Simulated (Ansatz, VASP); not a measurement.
Two plane-wave programs on Mo

```
CELL_PARAMETERS angstrom
-1.57342 1.57342 1.57342
1.57342 -1.57342 1.57342
1.57342 1.57342 -1.57342
ATOMIC_POSITIONS crystal
Mo 0.00000 0.00000 0.00000
```

Alike in both runs: task single point; functional r2SCAN; k mesh 18 × 18 × 18; occupations gaussian, width 0.1 eV; no spin polarisation.

|  | VASP | Ansatz |
| --- | --- | --- |
| version | VASP 6.6.1 | Ansatz 0.2.0 |
| potentials or method | VASP PAW PBE potentials, release 64 (Mo_sv), cutoff 520 eV | scalar-relativistic, plane waves, PAW |
| valence electrons in the cell | 14 | 14 |

```tsv
	VASP	Ansatz	Ansatz less VASP
gap on the k mesh at the Fermi level (eV)	none	none	-
pressure (GPa)	2.1	0.9	-1.15
```

VASP's potentials were made for PBE, not for r2SCAN. A gap of «none» marks a metal or a gap that the smearing closes. The functional is the same, so the differences come from potentials, cutoffs and numerics.
